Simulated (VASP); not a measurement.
# H15NO6 in VASP: single point with PBE+D3(BJ)

Aim: the single point of H15NO6 with PBE+D3(BJ).

All numbers are computed with VASP 6.6.1; they aren't measurements. Logs are shortened: lines on timing, memory, paths and dates and some standing lists are left out, and cuts for length are marked.

## Step 1: The cell of the first run

The cell holds a disordered packing, 22 atoms: a = 6.028 Å, b = 6.028 Å, c = 6.028 Å, α = 90.00°, β = 90.00°, γ = 90.00°.

## Step 2: Single point, PBE+D3(BJ)

INCAR

```
SYSTEM = H15NO6
ALGO     = Normal         ! electronic algorithm
EDIFF    = 1E-6           ! SCF threshold, eV
ENCUT    = 1000           ! plane-wave cutoff, eV
GGA      = PE             ! functional
GGA_COMPAT= .False.      
ISIF     = 2              ! what is computed and relaxed
ISMEAR   = -1             ! smearing method
IVDW     = 12             ! dispersion correction
LASPH    = .True.         ! aspherical terms in the spheres
LCHARG   = .True.         ! write CHGCAR
LELF     = .True.         ! ELF
LREAL    = Auto         
LVHAR    = .True.       
LWAVE    = .False.        ! write WAVECAR
NBANDS   = 45             ! bands
NELM     = 120            ! most SCF steps
PREC     = Accurate       ! precision mode
SIGMA    = 0.05           ! smearing width, eV
```

KPOINTS

```
k-points
0
Gamma
  1 1 1
  0 0 0
```

POSCAR

```
H15NO6
1.0
    6.0276500000      0.0000000000      0.0000000000
    0.0000000000      6.0276500000      0.0000000000
    0.0000000000      0.0000000000      6.0276500000
O H N
6 15 1
Direct
    0.2225840811      0.9279405796      0.3283970501
    0.1338646662      0.4122120992      0.8896868054
    0.3412178042      0.7682615880      0.7407957216
    0.5248729913      0.4911603879      0.2941603096
    0.7211059269      0.2167626356     -0.0038644262
    0.8703460473      0.7979385247      0.1069322720
    0.2803466462      1.0627884682      0.2627716936
    0.0935111324      0.8824266883      0.2336054372
    0.2235409376      0.5413043862      0.8325743747
    0.1931618908      0.2865079894      0.8084340109
    0.5019431455      0.7961497040      0.7187723978
    0.2827443002      0.8163571779      0.5958867098
    0.6466572109      0.5987361062      0.3013585587
    0.3983375269      0.5853137435      0.2559262306
    0.6347984956      0.3152458310      0.0962705712
    0.8579338097      0.3002014451     -0.0347939745
    0.8039584036      0.9395643210      0.0534837452
    0.9104185708      0.7126583621     -0.0238349067
    0.6887631510      0.1053720392      0.6887798673
    0.9009611064     -0.0284087636      0.5825779997
    0.6806336225      0.0054842206      0.4327601928
    0.7310427331     -0.0288569340      0.5914719594
```

Potentials or basis: VASP PAW PBE potentials, release 64 (O_h, H_h, N_h).

The run is started by

```
cat potpaw_PBE.64/O_h/POTCAR potpaw_PBE.64/H_h/POTCAR potpaw_PBE.64/N_h/POTCAR > POTCAR
mpirun -np 1 vasp_gam > vasp.out
```

OUTCAR:

```text
SYSTEM = H15NO6
   EDIFF = 1E-6
   ENCUT = 1000
   GGA = PE
   ISIF = 2
   ISMEAR = -1
   IVDW = 12
   LASPH = .True.
   LREAL = Auto
   NELM = 120
   PREC = Accurate
 IVDW          = 12

 ion  position               nearest neighbor table
   1  0.223  0.928  0.328-   7 0.97   8 1.00
   2  0.134  0.412  0.890-  10 0.97   9 1.01
   3  0.341  0.768  0.741-  12 0.99  11 0.99
   4  0.525  0.491  0.294-  14 0.98  13 0.98
   5  0.721  0.217  0.996-  16 0.98  15 0.99
   6  0.870  0.798  0.107-  18 0.97  17 1.00
   7  0.280  0.063  0.263-   1 0.97
   8  0.094  0.882  0.234-   1 1.00
   9  0.224  0.541  0.833-   2 1.01
  10  0.193  0.287  0.808-   2 0.97
  11  0.502  0.796  0.719-   3 0.99
  12  0.283  0.816  0.596-   3 0.99
  13  0.647  0.599  0.301-   4 0.98
  14  0.398  0.585  0.256-   4 0.98
  15  0.635  0.315  0.096-   5 0.99
  16  0.858  0.300  0.965-   5 0.98
  17  0.804  0.940  0.053-   6 1.00
  18  0.910  0.713  0.976-   6 0.97
  19  0.689  0.105  0.689-  22 1.03
  20  0.901  0.972  0.583-  22 1.03
  21  0.681  0.005  0.433-  22 1.02
  22  0.731  0.971  0.591-  21 1.02  20 1.03  19 1.03

  LATTYP: Found a simple cubic cell.
 ALAT       =     6.0276500000

  Lattice vectors:

 A1 = (   6.0276500000,   0.0000000000,   0.0000000000)
 A2 = (   0.0000000000,   6.0276500000,   0.0000000000)
 A3 = (   0.0000000000,   0.0000000000,   6.0276500000)

Analysis of symmetry for initial positions (statically):
=====================================================================
 Subroutine PRICEL returns:
 Original cell was already a primitive cell.

 Routine SETGRP: Setting up the symmetry group for a
 simple cubic supercell.

 Subroutine GETGRP returns: Found  1 space group operations
 (whereof  1 operations were pure point group operations)
 out of a pool of 48 trial point group operations.

The static configuration has the point symmetry C_1 .

Analysis of symmetry for dynamics (positions and initial velocities):
=====================================================================
 Subroutine PRICEL returns:
 Original cell was already a primitive cell.

 Routine SETGRP: Setting up the symmetry group for a
 simple cubic supercell.

 Subroutine GETGRP returns: Found  1 space group operations
 (whereof  1 operations were pure point group operations)
 out of a pool of 48 trial point group operations.

[... 117 lines left out ...]
   LREAL  =      T    real-space projection
   EDIFFG = 0.1E-04   stopping-criterion for IOM
   NSW    =      0    number of steps for IOM
   IBRION =     -1    ionic relax: 0-MD 1-quasi-New 2-CG
   NFREE  =      0    steps in history (QN), initial steepest desc. (CG)
   ISIF   =      2    stress and relaxation
   ISYM   =      2    0-nonsym 1-usesym 2-fastsym
   POTIM  = 0.5000    time-step for ionic-motion
   TEBEG  =    0.0;   TEEND  =   0.0 temperature during run
   PSTRESS=    0.0 pullay stress
   NELECT =      56.0000    total number of electrons
   NUPDOWN=      -1.0000    fix difference up-down
   EMIN   =  10.00;   EMAX   =-10.00  energy-range for DOS
   EFERMI =   0.00;   METHOD = LEGACY
   ISMEAR =    -1;   SIGMA  =   0.05  broadening in eV -4-tet -1-fermi 0-gaus
   EFERMI_NEDOS =   21; number of points for ismear=-14 and -15
   IALGO  =     38    algorithm
   IMIX   =      4    mixing-type and parameters
     AMIX     =   0.40;   BMIX     =  1.00
     AMIX_MAG =   1.60;   BMIX_MAG =  1.00
  volume/ion in A,a.u.               =       9.95        67.18
  Fermi-wavevector in a.u.,A,eV,Ry     =   1.039097  1.963609 14.690521  1.079723
  Thomas-Fermi vector in A             =   2.173612
   LORBIT       =      0    0 simple, 1 ext, 2 COOP (PROOUT), +10 PAW based schemes
   GGA     = PE    functional components
   LHFCALC =     F    Hartree Fock is set to
   AEXX    =    0.0000 exact exchange contribution
   IVDW    =    12    specifies the selected vdW correction
   LEPSILON=     F    determine dielectric tensor
   LRPA    =     F    only Hartree local field effects (RPA)
 non-spin polarized calculation
  energy-cutoff  :     1000.00
  volume of cell :      219.00
 maximum number of plane-waves:      7830
 NGX is ok and might be reduce to    64
   NGX = 31   NGY = 31   NGZ = 31

 number of electron      56.0000002 magnetization

 Free energy of the ion-electron system (eV)
  ---------------------------------------------------
  ext. energy  EPLUGINS =         0.00000000
  ---------------------------------------------------
  free energy    TOTEN  =      -107.80971161 eV

  energy without entropy =     -107.80971161  energy(sigma->0) =     -107.80971161

 E-fermi :  -1.8516     XC(G=0):  -6.7637

 val. band max:       -3.1491398932   @ k =   0.0000   0.0000   0.0000
 cond. band min:       1.2315452364   @ k =   0.0000   0.0000   0.0000
 fundamental gap:      4.3806851296
 Fermi energy:        -1.8516407006

 k-point     1 :       0.0000    0.0000    0.0000
  band No.  band energies     occupation
      1     -22.4105      2.00000
      2     -21.9514      2.00000
      3     -21.7478      2.00000
      4     -21.7068      2.00000
      5     -21.3979      2.00000
      6     -21.1432      2.00000
[... 32 lines left out ...]
     39       7.7876      0.00000
     40       8.1269      0.00000
 [bands above 40 left out]

------------------------ aborting loop because EDIFF is reached ----------------------------------------

 Edisp (eV)   -0.75285

 E8    (eV) :    -0.1541

  FORCE on cell =-STRESS in cart. coord.  units (eV):
  Direction    XX          YY          ZZ          XY          YZ          ZX
  --------------------------------------------------------------------------------------
  -------------------------------------------------------------------------------------
  Total      -0.24626    -0.89004     0.35438     0.14442     0.70236     0.54382
  in kB      -1.80160    -6.51140     2.59259     1.05654     5.13839     3.97855
  external pressure =       -1.91 kB  Pullay stress =        0.00 kB

 VOLUME and BASIS-vectors are now :
 -----------------------------------------------------------------------------
  energy-cutoff  :     1000.00
  volume of cell :      219.00
      direct lattice vectors                 reciprocal lattice vectors
     6.027650000  0.000000000  0.000000000     0.165902134  0.000000000  0.000000000
     0.000000000  6.027650000  0.000000000     0.000000000  0.165902134  0.000000000
     0.000000000  0.000000000  6.027650000     0.000000000  0.000000000  0.165902134

 POSITION                                       TOTAL-FORCE (eV/Angst)
 -----------------------------------------------------------------------------------
      1.34166      5.59330      1.97946        -0.035546     -0.013933     -0.018155
      0.80689      2.48467      5.36272         0.013414     -0.017976      0.008933
      2.05674      4.63081      4.46526        -0.102628     -0.004970     -0.012129
      3.16375      2.96054      1.77310        -0.020670      0.146041     -0.051812
      4.34657      1.30657      6.00436         0.038131      0.020707      0.103794
      5.24614      4.80969      0.64455        -0.012289     -0.009961      0.025773
[... 14 lines left out ...]
      4.10262      0.03306      2.60853        -0.012123     -0.018830      0.220476
      4.40647      5.85371      3.56519         0.136221      0.183131     -0.143687
 -----------------------------------------------------------------------------------
    total drift:                                0.002842     -0.003088     -0.002228

  FREE ENERGIE OF THE ION-ELECTRON SYSTEM (eV)
  ---------------------------------------------------
  free  energy   TOTEN  =      -108.5625591814 eV

  energy  without entropy=     -108.5625591813  energy(sigma->0) =     -108.56255918
```

Wall time 76 s (1 thread of Intel Xeon Platinum 8375C at 2.90GHz (Ice Lake), shared host); peak memory 0.49 GiB.

Results:

```yaml
Free_energy: -108.5626 eV
Pressure: -0.2 GPa
Largest_force: 0.270 eV/Å
Dispersion_energy_per_atom: -0.034 eV
```

Forces on the atoms (eV/Å):
```
O   -0.036 -0.014 -0.018
O    0.013 -0.018  0.009
O   -0.103 -0.005 -0.012
O   -0.021  0.146 -0.052
O    0.038  0.021  0.104
O   -0.012 -0.010  0.026
H   -0.003  0.035  0.004
H    0.060  0.008  0.065
H   -0.013  0.026 -0.011
H    0.004 -0.023  0.003
H    0.066  0.023 -0.007
H   -0.002 -0.036  0.035
H   -0.049 -0.060 -0.042
H    0.091 -0.088  0.018
H   -0.043 -0.011  0.037
H    0.043  0.024 -0.017
H   -0.045  0.045 -0.014
H   -0.005 -0.005 -0.045
H    0.055 -0.201 -0.145
H   -0.164 -0.020 -0.015
H   -0.012 -0.019  0.220
N    0.136  0.183 -0.144
```

Stress tensor (GPa, compression positive):
```
-0.18  0.11  0.40
 0.11 -0.65  0.51
 0.40  0.51  0.26
```

Levels at points of the mesh, in eV from the Fermi level:
```
           k point  band 25  band 26  band 27  band 28  band 29  band 30  band 31  band 32
(0.00, 0.00, 0.00)    -2.01    -1.93    -1.67    -1.30     3.08     6.51     6.67     6.97
```

Caveat: the k points lie up to 1.04 Å⁻¹ apart, too coarse for converged energies, forces and pressures.
